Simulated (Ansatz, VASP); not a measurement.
**AlCo: VASP beside Ansatz**

The input INCAR:

```
SYSTEM = AlCo
  ALGO = Normal
  EDIFF = 1E-7
  ENCUT = 520
  GGA = PE
  ISIF = 2
  ISMEAR = 0
  ISPIN = 2
  LASPH = .True.
  LCHARG = .True.
  LELF = .True.
  LMAXMIX = 4
  LORBIT = 11
  LREAL = .False.
  LVHAR = .True.
  LWAVE = .False.
  MAGMOM = -0.01 0.16
  NBANDS = 17
  NELM = 150
  PREC = Accurate
  SIGMA = 0.15
```

Contents of KPOINTS:

```
k-points
0
Gamma
  18 18 18
  0 0 0
```

POSCAR

```
AlCo
1.0
    2.8275338963     -0.1488175735     -0.1488175735
   -0.1488175735      2.8275338963     -0.1488175735
   -0.1488175735     -0.1488175735      2.8275338963
Al Co
1 1
Direct
    0.0000000000      0.0000000000      0.0000000000
    0.5000000000      0.5000000000      0.5000000000
```

Input for Ansatz:

```yaml
crystal:
  lattice:
    - [2.8275338963, -0.1488175735, -0.1488175735]
    - [-0.1488175735, 2.8275338963, -0.1488175735]
    - [-0.1488175735, -0.1488175735, 2.8275338963]
  atoms:
    - { symbol: Al, position: [0.0, 0.0, 0.0], spin: -0.01 }
    - { symbol: Co, position: [0.5, 0.5, 0.5], spin: 0.16 }
basis:
  ecutwfc: 420
kpoints:
  mp_grid: { grid: [18, 18, 18] }
hamiltonian:
  xc: pbe
scf:
  occupations: { method: gaussian, width: 0.15 }
output:
  forces: true
  stress: true
  eigenvalues: true
  populations: true
magnetization:
  spin_polarized: true
```

Alike in both runs: task single point; functional PBE; k mesh 18 × 18 × 18; occupations gaussian, width 0.15 eV; collinear spin.

|  | VASP | Ansatz |
| --- | --- | --- |
| version | VASP 6.6.1 | Ansatz 0.2.0 |
| potentials or method | VASP PAW PBE potentials, release 64 (Al, Co), cutoff 520 eV | scalar-relativistic, plane waves, PAW |
| valence electrons in the cell | 12 | 20 |

Ansatz gave:

| Property | Result |
| --- | --- |
| gap on the k mesh at the Fermi level (eV) | none |
| pressure (GPa) | 13.1 |
| traceless stress, the component that is largest in VASP (GPa) | 22.63 |
| net moment per atom (μB) | 0.00 |

**Question.** Which values does VASP return?

**Answer.** gap on the k mesh at the Fermi level (eV): none; pressure (GPa): 13.0; traceless stress, the component that is largest in VASP (GPa): 22.51; net moment per atom (μB): 0.00.

A gap of «none» marks a metal or a gap that the smearing closes. VASP's potentials hold 12 valence electrons a cell and Ansatz's 20, so a difference there can come from the potentials and not from the codes. Ansatz's warnings: seeded moment not kept.
